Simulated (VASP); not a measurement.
# Si7O16 (a cell with a defect) in VASP: single point with PBE+D3(BJ)

Aim: the single point of Si7O16 (a cell with a defect) with PBE+D3(BJ).

All numbers are computed with VASP 6.6.1; they aren't measurements. Logs are shortened: lines on timing, memory, paths and dates and some standing lists are left out, and cuts for length are marked.

### Step 1. The cell of the first run

The cell holds a defect, 23 atoms: a = 5.877 Å, b = 5.877 Å, c = 5.320 Å, α = 90.00°, β = 90.00°, γ = 90.00°.

### Step 2. Single point, PBE+D3(BJ)

File INCAR:

```
PREC = Accurate
ENCUT = 520
EDIFF = 1E-6
ISMEAR = -1
SIGMA = 0.05
LREAL = Auto
LASPH = T
NELM = 80
ALGO = Normal
ISIF = 2
LWAVE = F
LCHARG = F
GGA = PE
IVDW = 12
NBANDS = 79
```

File KPOINTS:

```
Automatic mesh
0
Gamma
  2 2 3
```

File POSCAR:

```
Si7O16
1.0
   -4.1560000000     -4.1560000000      0.0000000000
    4.1560000000     -4.1560000000      0.0000000000
    0.0000000000      0.0000000000      5.3202000000
Si O
7 16
Direct
    0.3804616218      0.5004168672      0.2511185670
   -0.0492805582      0.5004258903      0.2485224240
    0.0002846487      0.5004138595      0.7492348032
    0.0080364533      0.0003802936     -0.0020861998
    0.5153095525      0.0003875120      0.2484397203
    0.0079132579      0.0004430943      0.5002372091
    0.5111370308      0.0003677815      0.7485947897
    0.1926578441      0.5004995188      0.0192895004
    0.0003101540      0.1946944177      0.2491066125
    0.8034351540      0.5004108518     -0.0174023533
    0.0002343600      0.8061320982      0.2491804819
    0.1931791386      0.5003985804      0.4822548025
    0.0166980269      0.1966114052      0.7491955190
    0.8040232194      0.5003263956      0.5148280140
    0.0166293311      0.8042106593      0.7491276644
    0.7099965111      0.0003422762     -0.0074235931
    0.5292238932      0.7199462223      0.2487998571
    0.3110080606      0.0002392926      0.0014232548
    0.5291070741      0.2808140038      0.2484765610
    0.7100808470      0.0005281521      0.5046426826
    0.5034172281      0.7120839750      0.7471018007
    0.3108365014      0.0004204764      0.4957948949
    0.5032368864      0.2886391963      0.7473311154
```

Potentials or basis: VASP PAW PBE potentials, release 64 (Si, O).

On the command line:

```bash
cat potpaw_PBE.64/Si/POTCAR potpaw_PBE.64/O/POTCAR > POTCAR
mpirun -np 1 vasp_std > vasp.out
```

OUTCAR:

```text
PREC = Accurate
   ENCUT = 520
   EDIFF = 1E-6
   ISMEAR = -1
   LREAL = Auto
   LASPH = T
   NELM = 80
   ISIF = 2
   GGA = PE
   IVDW = 12
 IVDW          = 12

 ion  position               nearest neighbor table
   1  0.380  0.500  0.251-  19 1.56  17 1.56  12 1.65   8 1.66   2 2.53   5 3.04   5 3.04
   2  0.951  0.500  0.249-  14 1.66  10 1.66  11 1.82   9 1.82   8 1.87  12 1.89   1 2.53   3 2.67
                             3 2.68
   3  0.000  0.500  0.749-  10 1.70  14 1.70  15 1.79  13 1.79  12 1.82   8 1.83   2 2.67   2 2.68

   4  0.008  0.000  0.998-  16 1.75  13 1.76  15 1.76   9 1.76  11 1.76  18 1.78   6 2.65   6 2.67

   5  0.515  0.000  0.248-  19 1.65  17 1.65  16 1.78  20 1.78  18 1.78  22 1.78   7 2.66   7 2.66
                             1 3.04   1 3.04
   6  0.008  0.000  0.500-  20 1.75  15 1.76  13 1.76  11 1.76   9 1.76  22 1.78   4 2.65   4 2.67

   7  0.511  0.000  0.749-  23 1.69  21 1.70  16 1.75  20 1.75  18 1.79  22 1.79   5 2.66   5 2.66

   8  0.193  0.500  0.019-   1 1.66   3 1.83   2 1.87
   9  0.000  0.195  0.249-   6 1.76   4 1.76   2 1.82
  10  0.803  0.500  0.983-   2 1.66   3 1.70
  11  0.000  0.806  0.249-   6 1.76   4 1.76   2 1.82
  12  0.193  0.500  0.482-   1 1.65   3 1.82   2 1.89
  13  0.017  0.197  0.749-   4 1.76   6 1.76   3 1.79
  14  0.804  0.500  0.515-   2 1.66   3 1.70
  15  0.017  0.804  0.749-   4 1.76   6 1.76   3 1.79
  16  0.710  0.000  0.993-   7 1.75   4 1.75   5 1.78
  17  0.529  0.720  0.249-   1 1.56   5 1.65
  18  0.311  0.000  0.001-   5 1.78   4 1.78   7 1.79
  19  0.529  0.281  0.248-   1 1.56   5 1.65
  20  0.710  0.001  0.505-   7 1.75   6 1.75   5 1.78
  21  0.503  0.712  0.747-   7 1.70
  22  0.311  0.000  0.496-   6 1.78   5 1.78   7 1.79
  23  0.503  0.289  0.747-   7 1.69

  LATTYP: Found a simple tetragonal cell.
 ALAT       =     5.8774715652
 C/A-ratio  =     0.9051851533

  Lattice vectors:

 A1 = (  -4.1560000000,  -4.1560000000,   0.0000000000)
 A2 = (   4.1560000000,  -4.1560000000,   0.0000000000)
 A3 = (   0.0000000000,   0.0000000000,   5.3202000000)

Analysis of symmetry for initial positions (statically):
=====================================================================
 Subroutine PRICEL returns:
 Original cell was already a primitive cell.

 Routine SETGRP: Setting up the symmetry group for a
 simple tetragonal supercell.

 Subroutine GETGRP returns: Found  1 space group operations
 (whereof  1 operations were pure point group operations)
 out of a pool of 16 trial point group operations.

The static configuration has the point symmetry C_1 .

Analysis of symmetry for dynamics (positions and initial velocities):
=====================================================================
 Subroutine PRICEL returns:
 Original cell was already a primitive cell.

 Routine SETGRP: Setting up the symmetry group for a
 simple tetragonal supercell.

 Subroutine GETGRP returns: Found  1 space group operations
 (whereof  1 operations were pure point group operations)
 out of a pool of 16 trial point group operations.

The dynamic configuration has the point symmetry C_1 .

 Subroutine INISYM returns: Found  1 space group operations
 (whereof  1 operations are pure point group operations),
 and found     1 'primitive' translations

----------------------------------------------------------------------------------------

                                     Primitive cell

  volume of cell :     183.7846

  direct lattice vectors                    reciprocal lattice vectors
    -4.156000000 -4.156000000  0.000000000    -0.120307988 -0.120307988  0.000000000
     4.156000000 -4.156000000  0.000000000     0.120307988 -0.120307988  0.000000000
     0.000000000  0.000000000  5.320200000     0.000000000  0.000000000  0.187962859

  length of vectors
     5.877471565  5.877471565  5.320200000     0.170141189  0.170141189  0.187962859

  position of ions in fractional coordinates (direct lattice)
     0.380461622  0.500416867  0.251118567
     0.950719442  0.500425890  0.248522424
     0.000284649  0.500413860  0.749234803
     0.008036453  0.000380294  0.997913800
     0.515309552  0.000387512  0.248439720
     0.007913258  0.000443094  0.500237209
[... 15 lines left out ...]
     0.310836501  0.000420476  0.495794895
     0.503236886  0.288639196  0.747331115

  ion indices of the primitive-cell ions
   primitive index   ion index
                 1           1
                 2           2
                 3           3
                 4           4
                 5           5
                 6           6
[... 15 lines left out ...]
                22          22
                23          23

----------------------------------------------------------------------------------------

 KPOINTS: Automatic mesh

Automatic generation of k-mesh.
 Grid dimensions read from file:
 generate k-points for:    2    2    3

 Generating k-lattice:

  Cartesian coordinates                     Fractional coordinates (reciprocal lattice)
    -0.060153994 -0.060153994  0.000000000     0.500000000  0.000000000  0.000000000
     0.060153994 -0.060153994  0.000000000     0.000000000  0.500000000  0.000000000
     0.000000000  0.000000000  0.062654286     0.000000000  0.000000000  0.333333333

  Length of vectors
     0.085070594  0.085070594  0.062654286

  Shift w.r.t. Gamma in fractional coordinates (k-lattice)
     0.000000000  0.000000000  0.000000000

 Subroutine IBZKPT returns following result:
 ===========================================

 Found      8 irreducible k-points:

 Following reciprocal coordinates:
            Coordinates               Weight
  0.000000  0.000000  0.000000      1.000000
  0.500000  0.000000  0.000000      1.000000
  0.000000  0.500000  0.000000      1.000000
  0.500000  0.500000  0.000000      1.000000
  0.000000  0.000000  0.333333      2.000000
  0.500000  0.000000  0.333333      2.000000
  0.000000  0.500000  0.333333      2.000000
  0.500000  0.500000  0.333333      2.000000
   k-points           NKPTS =      8   k-points in BZ     NKDIM =      8   number of bands    NBANDS=     79
   number of dos      NEDOS =    301   number of ions     NIONS =     23
   total plane-waves  NPLWV =  92160
   dimension x,y,z NGX =    48 NGY =   48 NGZ =   40
   dimension x,y,z NGXF=    96 NGYF=   96 NGZF=   80
   ions per type =               7  16
   NGX,Y,Z   is equivalent  to a cutoff of  13.58, 13.58, 12.50 a.u.
   NGXF,Y,Z  is equivalent  to a cutoff of  27.15, 27.15, 25.00 a.u.
 SYSTEM =  unknown system
   PREC   = accura    normal or accurate (medium, high low for compatibility)
   ISTART =      0    job   : 0-new  1-cont  2-samecut
   ICHARG =      2    charge: 1-file 2-atom 10-const
   ISPIN  =      1    spin polarized calculation?
   LNONCOLLINEAR =      F non collinear calculations
   LSORBIT =      F    spin-orbit coupling
   LASPH  =      T    aspherical Exc in radial PAW
   ENCUT  =  520.0 eV  38.22 Ry    6.18 a.u.  10.93 10.93  9.89*2*pi/ulx,y,z
   NELM   =     80;   NELMIN=  2; NELMDL= -5     # of ELM steps
   EDIFF  = 0.1E-05   stopping-criterion for ELM
   LREAL  =      T    real-space projection
   EDIFFG = 0.1E-04   stopping-criterion for IOM
   NSW    =      0    number of steps for IOM
   IBRION =     -1    ionic relax: 0-MD 1-quasi-New 2-CG
   NFREE  =      0    steps in history (QN), initial steepest desc. (CG)
   ISIF   =      2    stress and relaxation
   ISYM   =      2    0-nonsym 1-usesym 2-fastsym
   POTIM  = 0.5000    time-step for ionic-motion
   TEBEG  =    0.0;   TEEND  =   0.0 temperature during run
   PSTRESS=    0.0 pullay stress
   NELECT =     124.0000    total number of electrons
   NUPDOWN=      -1.0000    fix difference up-down
   EMIN   =  10.00;   EMAX   =-10.00  energy-range for DOS
   EFERMI =   0.00;   METHOD = LEGACY
   ISMEAR =    -1;   SIGMA  =   0.05  broadening in eV -4-tet -1-fermi 0-gaus
   EFERMI_NEDOS =   21; number of points for ismear=-14 and -15
   IALGO  =     38    algorithm
   IMIX   =      4    mixing-type and parameters
     AMIX     =   0.40;   BMIX     =  1.00
     AMIX_MAG =   1.60;   BMIX_MAG =  1.00
  volume/ion in A,a.u.               =       7.99        53.92
  Fermi-wavevector in a.u.,A,eV,Ry     =   1.435861  2.713384 28.051086  2.061697
  Thomas-Fermi vector in A             =   2.555113
   LORBIT       =      0    0 simple, 1 ext, 2 COOP (PROOUT), +10 PAW based schemes
   GGA     = PE    functional components
   LHFCALC =     F    Hartree Fock is set to
   AEXX    =    0.0000 exact exchange contribution
   IVDW    =    12    specifies the selected vdW correction
   LEPSILON=     F    determine dielectric tensor
   LRPA    =     F    only Hartree local field effects (RPA)
 non-spin polarized calculation
  energy-cutoff  :      520.00
  volume of cell :      183.78
 maximum number of plane-waves:      4996
 NGX is ok and might be reduce to    48
   NGX = 21   NGY = 21   NGZ = 19

 number of electron     123.9999969 magnetization

 Free energy of the ion-electron system (eV)
  ---------------------------------------------------
  ext. energy  EPLUGINS =         0.00000000
  ---------------------------------------------------
  free energy    TOTEN  =      -162.07163451 eV

  energy without entropy =     -161.94219108  energy(sigma->0) =     -162.00691280

 E-fermi :   6.6390     XC(G=0): -12.0351

 val. band max:        6.6336041292   @ k =   0.5000   0.5000   0.3333
 cond. band min:       6.6627310179   @ k =   0.5000   0.5000   0.3333
 fundamental gap:      0.0291268886
 Fermi energy:         6.6390188950

 k-point     1 :       0.0000    0.0000    0.0000
  band No.  band energies     occupation
      1     -15.5650      2.00000
      2     -13.9428      2.00000
      3     -13.3094      2.00000
      4     -12.9858      2.00000
      5     -12.8708      2.00000
      6     -12.4787      2.00000
[... 66 lines left out ...]
     73      16.8336      0.00000
     74      17.0221      0.00000
[... 537 lines left out ...]
     73      17.0120      0.00000
     74      17.3709      0.00000
 [bands above 74 left out]

------------------------ aborting loop because EDIFF is reached ----------------------------------------

 Edisp (eV)   -5.05049

 E8    (eV) :    -1.7045

  FORCE on cell =-STRESS in cart. coord.  units (eV):
  Direction    XX          YY          ZZ          XY          YZ          ZX
  --------------------------------------------------------------------------------------
  -------------------------------------------------------------------------------------
  Total      24.80188    24.79899    14.71061    -0.99176     0.12026     0.11589
  in kB     216.21512   216.18994   128.24257    -8.64589     1.04836     1.01033
  external pressure =      186.88 kB  Pullay stress =        0.00 kB

 VOLUME and BASIS-vectors are now :
 -----------------------------------------------------------------------------
  energy-cutoff  :      520.00
  volume of cell :      183.78
      direct lattice vectors                 reciprocal lattice vectors
    -4.156000000 -4.156000000  0.000000000    -0.120307988 -0.120307988  0.000000000
     4.156000000 -4.156000000  0.000000000     0.120307988 -0.120307988  0.000000000
     0.000000000  0.000000000  5.320200000     0.000000000  0.000000000  0.187962859

 POSITION                                       TOTAL-FORCE (eV/Angst)
 -----------------------------------------------------------------------------------
      0.49853     -3.66093      1.33600        -0.026104     -0.024851     -0.047035
     -1.87142     -6.03096      1.32219         0.013753      0.014755      0.007865
      2.07854     -2.08090      3.98608        -0.053862     -0.053081     -0.005517
     -0.03182     -0.03498      5.30910        -0.002957     -0.001916     -0.005163
     -2.14002     -2.14324      1.32175        -0.024267     -0.023421      0.008400
     -0.03105     -0.03473      2.66136        -0.003791     -0.003533      0.005560
[... 15 lines left out ...]
     -1.29009     -1.29358      2.63773         0.008548      0.006989      0.003677
     -0.89187     -3.29104      3.97595         0.059427     -0.060339      0.023186
 -----------------------------------------------------------------------------------
    total drift:                                0.005116      0.001493     -0.001503

  FREE ENERGIE OF THE ION-ELECTRON SYSTEM (eV)
  ---------------------------------------------------
  free  energy   TOTEN  =      -167.1221215336 eV

  energy  without entropy=     -166.9926781085  energy(sigma->0) =     -167.05739982
```

Run time: 3.4 min. Hardware: 1 thread of Intel Xeon Platinum 8488C (Sapphire Rapids), shared host; peak memory 0.31 GiB.

Results:

| Item | Value |
| --- | --- |
| Free energy | -167.1221 eV |
| Pressure | 18.7 GPa |
| Largest force | 0.088 eV/Å |
| Band gap on the k mesh | zero (bands 62 and 63 overlap by 0.12 eV) |
| Dispersion energy per atom | -0.220 eV |

Forces on the atoms (eV/Å):
```
Si  -0.026 -0.025 -0.047
Si   0.014  0.015  0.008
Si  -0.054 -0.053 -0.006
Si  -0.003 -0.002 -0.005
Si  -0.024 -0.023  0.008
Si  -0.004 -0.004  0.006
Si  -0.009 -0.007  0.007
O    0.005  0.006 -0.050
O    0.014 -0.017 -0.003
O    0.036  0.037 -0.009
O   -0.017  0.014 -0.003
O    0.017  0.017 -0.003
O    0.015 -0.012 -0.003
O    0.044  0.043  0.016
O   -0.013  0.016 -0.001
O   -0.005 -0.005  0.007
O    0.021 -0.023  0.006
O    0.008  0.005  0.006
O   -0.021  0.019  0.008
O   -0.007 -0.007  0.006
O   -0.059  0.060  0.024
O    0.009  0.007  0.004
O    0.059 -0.060  0.023
```

Stress tensor (GPa, compression positive):
```
21.62 -0.86  0.10
-0.86 21.62  0.10
 0.10  0.10 12.82
```

Caveat: the k points lie up to 0.53 Å⁻¹ apart.

The gap in the log of VASP goes by the Fermi energy; the results here count the filled bands.